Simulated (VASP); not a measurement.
# ZnS: single point with PBE

Crystal: ZnS.

```
Zn S
1.0
     3.80732    0.00000    0.00000
    -1.90366    3.29723    0.00000
     0.00000    0.00000   31.14240
Zn S
10 10
Direct
  0.66667 0.33333 0.20003
  0.00000 0.00000 0.79997
  0.66667 0.33333 0.90003
  0.33333 0.66667 0.70003
  0.33333 0.66667 0.10005
  0.66667 0.33333 0.60005
  0.00000 0.00000 0.00010
  0.33333 0.66667 0.40003
  0.00000 0.00000 0.29997
  0.00000 0.00000 0.50010
  0.66667 0.33333 0.27494
  0.00000 0.00000 0.07499
  0.66667 0.33333 0.67497
  0.00000 0.00000 0.87486
  0.33333 0.66667 0.77494
  0.00000 0.00000 0.57499
  0.33333 0.66667 0.17497
  0.33333 0.66667 0.47506
  0.66667 0.33333 0.97506
  0.00000 0.00000 0.37486
```

```yaml
Program: VASP 6.6.1
Task: single point
Functional: PBE
Potentials_or_basis: VASP PAW PBE potentials, release 64 (Zn, S)
Cutoff: 520 eV
k_mesh: 8 × 8 × 1
Occupations: fermi-dirac, width 0.02 eV
Spin: no spin polarisation
Dipole_correction: no
Further_INCAR_settings: LREAL = Auto; ALGO = Normal; EDIFF = 1e-07; NBANDS = 106
```

```
Pressure               : 2.5 GPa
Largest force          : 0.006 eV/Å
Band gap on the k mesh : 2.17 eV
```

Forces on the atoms (eV/Å):
```
Zn   0.000  0.000 -0.005
Zn   0.000  0.000 -0.006
Zn   0.000  0.000 -0.002
Zn   0.000  0.000 -0.005
Zn   0.000  0.000 -0.002
Zn   0.000  0.000 -0.002
Zn   0.000  0.000  0.005
Zn   0.000  0.000 -0.002
Zn   0.000  0.000 -0.006
Zn   0.000  0.000  0.005
S    0.000  0.000  0.003
S    0.000  0.000  0.005
S    0.000  0.000  0.002
S    0.000  0.000  0.000
S    0.000  0.000  0.003
S    0.000  0.000  0.005
S    0.000  0.000  0.002
S    0.000  0.000  0.000
S    0.000  0.000  0.000
S    0.000  0.000  0.000
```

Levels at points of the mesh, in eV from the valence-band top:
```csv
k point,band 87,band 88,band 89,band 90,band 91,band 92,band 93,band 94
"(0.00, 0.00, 0.00)",-0.09,-0.02,0.00,0.00,2.17,2.76,2.81,3.27
"(0.50, 0.00, 0.00)",-1.04,-1.03,-1.01,-0.88,3.36,3.45,3.47,3.58
```

Run time: 30 min on 1 thread of Intel(R) Xeon(R) Platinum 8259CL CPU @ 2.50GHz (Skylake/Cascade Lake) (shared host), peak memory 0.58 GiB.
